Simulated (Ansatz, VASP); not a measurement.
## Two plane-wave programs on Fe3Co

```
CELL_PARAMETERS angstrom
4.02358 0.00000 0.00000
0.00000 4.02358 0.00000
0.00000 0.00000 2.82771
ATOMIC_POSITIONS crystal
Fe 0.50000 0.50000 0.00000
Fe 0.50000 0.00000 0.50000
Fe 0.00000 0.50000 0.50000
Co 0.00000 0.00000 0.00000
```

Alike in both runs: task single point; functional PBEsol; k mesh 10 × 10 × 14; occupations gaussian, width 0.1 eV; no spin polarisation.

|  | VASP | Ansatz |
| --- | --- | --- |
| version | VASP 6.6.1 | Ansatz 0.2.0 |
| potentials or method | VASP PAW PBE potentials, release 64 (Fe, Co), cutoff 520 eV | scalar-relativistic, plane waves, PAW |
| valence electrons in the cell | 33 | 65 |

|  | VASP | Ansatz | Ansatz less VASP |
| --- | --- | --- | --- |
| gap on the k mesh at the Fermi level (eV) | none | none | - |
| pressure (GPa) | -27.6 | -27.5 | +0.08 |
| traceless stress, the component that is largest in VASP (GPa) | -0.12 | -0.12 | +0.002 |

VASP's potentials were made for PBE, not for PBEsol. A gap of «none» marks a metal or a gap that the smearing closes. With one functional, cell and mesh, what is left measures potentials, basis and numerics. VASP's potentials hold 33 valence electrons a cell and Ansatz's 65, so a difference there can come from the potentials and not from the codes.
